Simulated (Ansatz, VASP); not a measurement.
InAs in VASP and in Ansatz

INCAR

```
ALGO     = Normal         # electronic algorithm
EDIFF    = 1E-6           # SCF threshold, eV
ENCUT    = 520            # plane-wave cutoff, eV
GGA      = PE             # functional
ISIF     = 2              # what is computed and relaxed
ISMEAR   = 0              # smearing method
LASPH    = T              # aspherical terms in the spheres
LCHARG   = F              # write CHGCAR
LREAL    = F              # projectors in reciprocal space
LWAVE    = F              # write WAVECAR
NBANDS   = 16             # bands
NELM     = 60             # most SCF steps
PREC     = Accurate       # precision mode
SIGMA    = 0.15           # smearing width, eV
```

File KPOINTS:

```
k-points
0
Gamma
  14 14 14
```

File POSCAR:

```
InAs
1.0
    0.0000000000      3.0240000000      3.0542400000
    3.0240000000      0.0000000000      3.0542400000
    3.0240000000      3.0240000000      0.0000000000
In As
1 1
Direct
    0.0000000000      0.0000000000      0.0000000000
    0.7500000000      0.7500000000      0.7500000000
```

Input for Ansatz:

```yaml
crystal:
  lattice:
    - [0.0, 3.024, 3.05424]
    - [3.024, 0.0, 3.05424]
    - [3.024, 3.024, 0.0]
  atoms:
    - { symbol: In, position: [0.0, 0.0, 0.0] }
    - { symbol: As, position: [0.75, 0.75, 0.75] }
basis:
  ecutwfc: 420
kpoints:
  mp_grid: { grid: [14, 14, 14] }
hamiltonian:
  xc: pbe
scf:
  occupations: { method: gaussian, width: 0.15 }
output:
  forces: true
  stress: true
  eigenvalues: true
  write_density: true
  write_potential: true
  elf: true
  volumetric_format: npy
```

Change from the starting cell: strain +0.0100 x Voigt [0, 0, 1, 0, 0, 0], atoms carried along.

Alike in both runs: task single point; functional PBE; k mesh 14 × 14 × 14; occupations gaussian, width 0.15 eV; no spin polarisation.

|  | VASP | Ansatz |
| --- | --- | --- |
| version | VASP 6.6.1 | Ansatz 0.2.0 |
| potentials or method | VASP PAW PBE potentials, release 64 (In_d, As), cutoff 520 eV | scalar-relativistic, plane waves, PAW |
| valence electrons in the cell | 18 | 28 |

```csv
,VASP,Ansatz,Ansatz less VASP
gap on the k mesh at the Fermi level (eV),none,none,-
pressure (GPa),3.3,3.2,-0.06
"traceless stress, the component that is largest in VASP (GPa)",-0.22,-0.22,-0.001
```

A gap of «none» marks a metal or a gap that the smearing closes. With one functional, cell and mesh, what is left measures potentials, basis and numerics. VASP's potentials hold 18 valence electrons a cell and Ansatz's 28, so a difference there can come from the potentials and not from the codes.
